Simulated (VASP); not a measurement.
# Ni (Fm-3m) in VASP: further runs

Runs on Ni. Level: PBE. Tasks: single point.

Program: VASP 6.6.1. These are calculated values, not measurements. Logs are shortened: lines on timing, memory, paths and dates and some standing lists are left out, and cuts for length are marked.

### Step 1. The cell of the first run

Symmetry: Fm-3m, No. 225, cubic system. The conventional cell has a = 3.545 Å, b = 3.545 Å, c = 3.545 Å, α = 90.00°, β = 90.00°, γ = 90.00°. Ni (site symmetry m-3m) has 12 Ni at 2.51 Å within 3.3 Å.

### Step 2. Single point, PBE, collinear spin, ferromagnetic start

Contents of INCAR:

```
SYSTEM = Ni
PREC     = Accurate       ! precision mode
ENCUT    = 520            ! plane-wave cutoff, eV
EDIFF    = 1E-6           ! SCF threshold, eV
ISMEAR   = -1             ! smearing method
SIGMA    = 0.05           ! smearing width, eV
LREAL    = .False.        ! projectors in reciprocal space
LASPH    = .True.         ! aspherical terms in the spheres
NELM     = 150            ! most SCF steps
ALGO     = Normal         ! electronic algorithm
ISIF     = 2              ! what is computed and relaxed
LWAVE    = .False.        ! write WAVECAR
LCHARG   = .False.        ! write CHGCAR
ISPIN    = 2              ! spin polarisation
MAGMOM   = 0.24           ! initial moments
LORBIT   = 11             ! projections on sites
NUPDOWN  = 0.24           ! fixed moment
LMAXMIX  = 4              ! l up to which the mixer works
GGA      = PE             ! functional
NBANDS   = 15             ! bands
```

Contents of KPOINTS:

```
Automatic mesh
0
Gamma
  15 15 15
  0 0 0
```

Contents of POSCAR:

```
Ni
1.0
    0.0000000000      1.7724000000      1.7724000000
    1.7724000000      0.0000000000      1.7724000000
    1.7724000000      1.7724000000      0.0000000000
Ni
1
Direct
    0.0000000000      0.0000000000      0.0000000000
```

Potentials or basis: VASP PAW PBE potentials, release 64 (Ni).

The run is started by

```console
$ cat potpaw_PBE.64/Ni/POTCAR > POTCAR
$ mpirun -np 1 vasp_std > vasp.out
```

OUTCAR:

```text
SYSTEM = Ni
   PREC = Accurate
   ENCUT = 520
   EDIFF = 1E-6
   ISMEAR = -1
   LREAL = .False.
   LASPH = .True.
   NELM = 150
   ISIF = 2
   ISPIN = 2
   LORBIT = 11
   NUPDOWN = 0.24
   GGA = PE

 ion  position               nearest neighbor table
   1  0.000  0.000  0.000-

  LATTYP: Found a face centered cubic cell.
 ALAT       =     3.5448000000

  Lattice vectors:

 A1 = (   0.0000000000,   1.7724000000,   1.7724000000)
 A2 = (   1.7724000000,   0.0000000000,   1.7724000000)
 A3 = (   1.7724000000,   1.7724000000,   0.0000000000)

Analysis of symmetry for initial positions (statically):
=====================================================================
 Subroutine PRICEL returns:
 Original cell was already a primitive cell.

 Routine SETGRP: Setting up the symmetry group for a
 face centered cubic supercell.

 Subroutine GETGRP returns: Found 48 space group operations
 (whereof 48 operations were pure point group operations)
 out of a pool of 48 trial point group operations.

The static configuration has the point symmetry O_h .

Analysis of symmetry for dynamics (positions and initial velocities):
=====================================================================
 Subroutine PRICEL returns:
 Original cell was already a primitive cell.

 Routine SETGRP: Setting up the symmetry group for a
 face centered cubic supercell.

 Subroutine GETGRP returns: Found 48 space group operations
 (whereof 48 operations were pure point group operations)
 out of a pool of 48 trial point group operations.

The dynamic configuration has the point symmetry O_h .

Analysis of structural, dynamic, and magnetic symmetry:
=====================================================================
 Subroutine PRICEL returns:
 Original cell was already a primitive cell.

 Routine SETGRP: Setting up the symmetry group for a
 face centered cubic supercell.

 Subroutine GETGRP returns: Found 48 space group operations
 (whereof 48 operations were pure point group operations)
 out of a pool of 48 trial point group operations.

The overall configuration has the point symmetry O_h .

 Subroutine INISYM returns: Found 48 space group operations
 (whereof 48 operations are pure point group operations),
 and found     1 'primitive' translations

----------------------------------------------------------------------------------------

                                     Primitive cell

  volume of cell :      11.1356

  direct lattice vectors                    reciprocal lattice vectors
     0.000000000  1.772400000  1.772400000    -0.282103363  0.282103363  0.282103363
     1.772400000  0.000000000  1.772400000     0.282103363 -0.282103363  0.282103363
     1.772400000  1.772400000  0.000000000     0.282103363  0.282103363 -0.282103363

  length of vectors
     2.506552118  2.506552118  2.506552118     0.488617357  0.488617357  0.488617357

  position of ions in fractional coordinates (direct lattice)
     0.000000000  0.000000000  0.000000000

  ion indices of the primitive-cell ions
   primitive index   ion index
                 1           1

----------------------------------------------------------------------------------------

 KPOINTS: Automatic mesh

Automatic generation of k-mesh.
 Grid dimensions read from file:
 generate k-points for:   15   15   15

 Generating k-lattice:

  Cartesian coordinates                     Fractional coordinates (reciprocal lattice)
    -0.018806891  0.018806891  0.018806891     0.066666667  0.000000000  0.000000000
     0.018806891 -0.018806891  0.018806891     0.000000000  0.066666667  0.000000000
     0.018806891  0.018806891 -0.018806891     0.000000000  0.000000000  0.066666667

  Length of vectors
     0.032574490  0.032574490  0.032574490

  Shift w.r.t. Gamma in fractional coordinates (k-lattice)
     0.000000000  0.000000000  0.000000000

 Subroutine IBZKPT returns following result:
 ===========================================

 Found    120 irreducible k-points:

 Following reciprocal coordinates:
            Coordinates               Weight
  0.000000  0.000000  0.000000      1.000000
  0.066667  0.000000  0.000000      8.000000
  0.133333  0.000000  0.000000      8.000000
  0.200000  0.000000  0.000000      8.000000
  0.266667  0.000000  0.000000      8.000000
  0.333333  0.000000  0.000000      8.000000
[... 16 lines left out ...]
  0.133333  0.133333  0.000000      6.000000
  0.200000  0.133333  0.000000     24.000000
 [... further k-points ...]
   k-points           NKPTS =    120   k-points in BZ     NKDIM =    120   number of bands    NBANDS=     15
   number of dos      NEDOS =    301   number of ions     NIONS =      1
   total plane-waves  NPLWV =   8000
   dimension x,y,z NGX =    20 NGY =   20 NGZ =   20
   dimension x,y,z NGXF=    40 NGYF=   40 NGZF=   40
   ions per type =               1
   NGX,Y,Z   is equivalent  to a cutoff of  13.26, 13.26, 13.26 a.u.
   NGXF,Y,Z  is equivalent  to a cutoff of  26.53, 26.53, 26.53 a.u.
 SYSTEM =  Ni
   PREC   = accura    normal or accurate (medium, high low for compatibility)
   ISTART =      0    job   : 0-new  1-cont  2-samecut
   ICHARG =      2    charge: 1-file 2-atom 10-const
   ISPIN  =      2    spin polarized calculation?
   LNONCOLLINEAR =      F non collinear calculations
   LSORBIT =      F    spin-orbit coupling
   LASPH  =      T    aspherical Exc in radial PAW
   ENCUT  =  520.0 eV  38.22 Ry    6.18 a.u.   4.66  4.66  4.66*2*pi/ulx,y,z
   NELM   =    150;   NELMIN=  2; NELMDL= -5     # of ELM steps
   EDIFF  = 0.1E-05   stopping-criterion for ELM
   LREAL  =      F    real-space projection
   EDIFFG = 0.1E-04   stopping-criterion for IOM
   NSW    =      0    number of steps for IOM
   IBRION =     -1    ionic relax: 0-MD 1-quasi-New 2-CG
   NFREE  =      0    steps in history (QN), initial steepest desc. (CG)
   ISIF   =      2    stress and relaxation
   ISYM   =      2    0-nonsym 1-usesym 2-fastsym
   POTIM  = 0.5000    time-step for ionic-motion
   TEBEG  =    0.0;   TEEND  =   0.0 temperature during run
   PSTRESS=    0.0 pullay stress
   NELECT =      10.0000    total number of electrons
   NUPDOWN=       0.2400    fix difference up-down
   EMIN   =  10.00;   EMAX   =-10.00  energy-range for DOS
   EFERMI =   0.00;   METHOD = LEGACY
   ISMEAR =    -1;   SIGMA  =   0.05  broadening in eV -4-tet -1-fermi 0-gaus
   EFERMI_NEDOS =   21; number of points for ismear=-14 and -15
   IALGO  =     38    algorithm
   IMIX   =      4    mixing-type and parameters
     AMIX     =   0.40;   BMIX     =  1.00
     AMIX_MAG =   1.60;   BMIX_MAG =  1.00
  volume/ion in A,a.u.               =      11.14        75.15
  Fermi-wavevector in a.u.,A,eV,Ry     =   1.579440  2.984709 33.941505  2.494630
  Thomas-Fermi vector in A             =   2.679819
   LORBIT       =     11    0 simple, 1 ext, 2 COOP (PROOUT), +10 PAW based schemes
   GGA     = PE    functional components
   LHFCALC =     F    Hartree Fock is set to
   AEXX    =    0.0000 exact exchange contribution
   IVDW    =     0    specifies the selected vdW correction
   LEPSILON=     F    determine dielectric tensor
   LRPA    =     F    only Hartree local field effects (RPA)
 spin polarized calculation
  energy-cutoff  :      520.00
  volume of cell :       11.14
 maximum number of plane-waves:       311
   NGX =  9   NGY =  9   NGZ =  9

 number of electron      10.0000009 magnetization       0.2400000

 Free energy of the ion-electron system (eV)
  ---------------------------------------------------
  ext. energy  EPLUGINS =         0.00000000
  ---------------------------------------------------
  free energy    TOTEN  =        -5.43557909 eV

  energy without entropy =       -5.41013562  energy(sigma->0) =       -5.42285736

 E-fermi :   8.9538     XC(G=0): -13.1165

 val. band max:        8.9515738402   @ k =   0.4000   0.2667   0.0000
 cond. band min:       8.8177661925   @ k =  -0.3333   0.4667   0.1333
 fundamental gap:     -0.1338076477
 Fermi energy:         8.7831207854

 spin component 1

 k-point     1 :       0.0000    0.0000    0.0000
  band No.  band energies     occupation
      1       0.1988      1.00000
      2       6.9239      1.00000
      3       6.9239      1.00000
      4       6.9239      1.00000
      5       8.0284      1.00000
      6       8.0284      1.00000
      7      32.5351      0.00000
      8      36.2607      0.00000
      9      36.2607      0.00000
     10      36.2607      0.00000
     11      39.1646      0.00000
     12      39.1646      0.00000
     13      39.1646      0.00000
     14      42.1022      0.00000
     15      48.2424      0.00000
[... 397 lines left out ...]
 k-point    24 :       0.2000    0.1333    0.0000
  band No.  band energies     occupation
      1       1.6777      1.00000
      2       6.4632      1.00000
      3       7.2660      1.00000
      4       7.2949      1.00000
      5       7.6918      1.00000
      6       8.1996      0.99999
      7      28.4888      0.00000
      8      30.9992      0.00000
      9      31.4976      0.00000
     10      33.7400      0.00000
     11      37.9446      0.00000
     12      42.5272      0.00000
     13      44.2455      0.00000
     14      44.8263      0.00000
     15      49.4721      0.00000

 [... further k-points ...]

 spin component 2

 k-point     1 :       0.0000    0.0000    0.0000
  band No.  band energies     occupation
      1       0.1689      1.00000
      2       7.2308      1.00000
      3       7.2308      1.00000
      4       7.2308      1.00000
      5       8.2430      1.00000
      6       8.2430      1.00000
      7      32.4502      0.00000
      8      36.2369      0.00000
      9      36.2369      0.00000
     10      36.2369      0.00000
     11      39.1919      0.00000
     12      39.1919      0.00000
     13      39.1919      0.00000
     14      42.0384      0.00000
     15      48.3106      0.00000
[... 397 lines left out ...]
 k-point    24 :       0.2000    0.1333    0.0000
  band No.  band energies     occupation
      1       1.6501      1.00000
      2       6.7519      1.00000
      3       7.5593      1.00000
      4       7.6035      1.00000
      5       7.9136      1.00000
      6       8.4209      0.99998
      7      28.5020      0.00000
      8      31.0176      0.00000
      9      31.4679      0.00000
     10      33.7113      0.00000
     11      38.0147      0.00000
     12      42.5039      0.00000
     13      44.2033      0.00000
     14      44.7911      0.00000
     15      49.5412      0.00000

 [... further k-points ...]
[... 5 lines left out ...]
  --------------------------------------------------------------------------------------
  -------------------------------------------------------------------------------------
  Total       -0.3537858     -0.3537858     -0.3537858      0.0000000     -0.0000000     -0.0000000
  in kB      -50.9021090    -50.9021090    -50.9021090      0.0000000     -0.0000000     -0.0000000
  external PRESSURE =     -50.9021090 kB  Pullay stress =       0.0000000 kB

 VOLUME and BASIS-vectors are now :
 -----------------------------------------------------------------------------
  energy-cutoff  :      520.00
  volume of cell :       11.14
      direct lattice vectors                 reciprocal lattice vectors
     0.000000000  1.772400000  1.772400000    -0.282103363  0.282103363  0.282103363
     1.772400000  0.000000000  1.772400000     0.282103363 -0.282103363  0.282103363
     1.772400000  1.772400000  0.000000000     0.282103363  0.282103363 -0.282103363

 POSITION                                       TOTAL-FORCE (eV/Angst)
 -----------------------------------------------------------------------------------
      0.00000      0.00000      0.00000        -0.000000      0.000000      0.000000
 -----------------------------------------------------------------------------------
    total drift:                                0.000000     -0.000000      0.000000

  FREE ENERGIE OF THE ION-ELECTRON SYSTEM (eV)
  ---------------------------------------------------
  free  energy   TOTEN  =        -5.4355790876 eV

  energy  without entropy=       -5.4101356241  energy(sigma->0) =       -5.42285736

 total charge

# of ion       s       p       d       tot
------------------------------------------
    1        0.484   0.473   8.316   9.272

 magnetization (x)

# of ion       s       p       d       tot
------------------------------------------
    1       -0.005  -0.014   0.267   0.248
```

Wall time 21 s (1 thread of Intel Xeon 6975P-C (Granite Rapids), shared host); peak memory 0.15 GiB.

What came out:

* Free energy: -5.4356 eV
* Pressure: -5.1 GPa
* Net moment: 0.24 μB per cell
* Site moments: Ni +0.25 μB
* Valence electrons inside the program's atomic spheres: Ni 9.27

Caveat: the total moment is fixed, so each spin has its own Fermi level.

[end of part 1 of 3]
